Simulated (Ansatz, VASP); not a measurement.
## CuNi3 in VASP and in Ansatz

INCAR

```
SYSTEM = CuNi3
PREC = Accurate ; ENCUT = 520
EDIFF = 1E-6 ; ISMEAR = -1
SIGMA = 0.05 ; LREAL = .FALSE.
LASPH = .TRUE. ; NELM = 150
ALGO = Fast ; ISIF = 2
LWAVE = .FALSE. ; LCHARG = .TRUE.
ISPIN = 2 ; MAGMOM = 0.6 1 1 1
LORBIT = 11 ; LMAXMIX = 4
GGA = PS ; LELF = .TRUE.
LVHAR = .TRUE. ; NBANDS = 32
```

Contents of KPOINTS:

```
regular mesh
0
G
  12 12 4
  0 0 0
```

The input POSCAR:

```
CuNi3
1.0
    1.3667302939     -1.9465884543      0.0000000000
    1.3667302939      1.9465884543      0.0000000000
    0.0000000000      0.0000000000      7.7729040998
Cu Ni
1 3
Direct
    0.0000000000      0.0000000000      0.0000000000
    0.5000000000      0.5000000000      0.2546860000
    0.0000000000      0.0000000000      0.5000000000
    0.5000000000      0.5000000000      0.7453140000
```

input.yaml

```yaml
crystal:
  lattice:
    - [1.3667302939, -1.9465884543, 0.0]
    - [1.3667302939, 1.9465884543, 0.0]
    - [0.0, 0.0, 7.7729040998]
  atoms:
    - { symbol: Cu, position: [0.0, 0.0, 0.0], spin: 0.6 }
    - { symbol: Ni, position: [0.5, 0.5, 0.254686], spin: 1.0 }
    - { symbol: Ni, position: [0.0, 0.0, 0.5], spin: 1.0 }
    - { symbol: Ni, position: [0.5, 0.5, 0.745314], spin: 1.0 }
kpoints:
  mp_grid: { grid: [12, 12, 4] }
scf:
  occupations: { method: fermi_dirac, width: 0.05 }
hamiltonian:
  xc: pbesol
  pseudopotentials: { kind: all_electron, lapw: { basis_error: 0.001 } }
magnetization:
  spin_polarized: true
output:
  forces: true
  stress: true
  eigenvalues: true
```

Change from the starting cell: volume scaled by 0.94.

Alike in both runs: task single point; functional PBEsol; k mesh 12 × 12 × 4; occupations fermi-dirac, width 0.05 eV; collinear spin.

|  | VASP | Ansatz |
| --- | --- | --- |
| version | VASP 6.6.1 | Ansatz 0.2.0 |
| potentials or method | VASP PAW PBE potentials, release 64 (Cu, Ni), cutoff 520 eV | all-electron LAPW, scalar-relativistic |

VASP gave:

```
gap on the k mesh at the Fermi level (eV)                     : none
pressure (GPa)                                                : 6.6
traceless stress, the component that is largest in VASP (GPa) : 0.90
rms of the force components (eV/Å)                            : 0.026
net moment per atom (μB)                                      : 0.29
size of the moment on the site where the two differ most (μB) : 0.46
```

Problem. Which values does Ansatz return?

Solution. gap on the k mesh at the Fermi level (eV): none; pressure (GPa): 6.6; traceless stress, the component that is largest in VASP (GPa): 0.95; rms of the force components (eV/Å): 0.031; net moment per atom (μB): 0.29; size of the moment on the site where the two differ most (μB): 0.49.

VASP's potentials were made for PBE, not for PBEsol. Site moments also hang on the region over which each program counts them. Atom by atom the forces differ by 0.005 eV/Å (rms over components). A gap of «none» marks a metal or a gap that the smearing closes. Ansatz ran all-electron here, and VASP with PAW potentials.
